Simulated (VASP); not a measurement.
Here is a VASP 6.6.1 calculation.

Contents of INCAR:

```
SYSTEM = W
PREC     = Accurate       ! precision mode
ENCUT    = 520            ! plane-wave cutoff, eV
EDIFF    = 1E-6           ! SCF threshold, eV
ISMEAR   = -1             ! smearing method
SIGMA    = 0.1            ! smearing width, eV
LREAL    = .False.        ! projectors in reciprocal space
LASPH    = .True.         ! aspherical terms in the spheres
NELM     = 80             ! most SCF steps
ALGO     = Normal         ! electronic algorithm
ISIF     = 2              ! what is computed and relaxed
LWAVE    = .False.        ! write WAVECAR
LCHARG   = .False.        ! write CHGCAR
GGA      = PS             ! functional
NBANDS   = 28             ! bands
```

File KPOINTS:

```
Automatic mesh
0
Gamma
  9 9 14
  0 0 0
```

File POSCAR:

```
W
1.0
    4.6415938687      0.0000000000      0.0000000000
   -2.3207969344      4.0197382044      0.0000000000
    0.0000000000      0.0000000000      2.5833353254
W
3
Direct
    1.0000000000      1.0000000000      0.0000000000
    0.3333333333      0.6666666667      0.5000000000
    0.6666666667      0.3333333333      0.5000000000
```

Potentials or basis: VASP PAW PBE potentials, release 64 (W_sv).

Command:

```sh
$ cat potpaw_PBE.64/W_sv/POTCAR > POTCAR
$ mpirun -np 1 vasp_std > vasp.out
```

**Question.** Estimate the pressure.

**Answer.** 0.8 GPa.

**Question.** What does it give for the band gap on the k mesh?

**Answer.** Zero (band 21 reaches 11.38 eV, above the bottom of band 22 at 10.41 eV).

Stress tensor (GPa, compression positive):
```
1.16 0.00 0.00
0.00 1.16 0.00
0.00 0.00 0.10
```

Caveat: the PAW data sets were made with another functional, which shifts forces and pressure a little; spin-orbit coupling is left out, which moves the levels of the heavy elements.
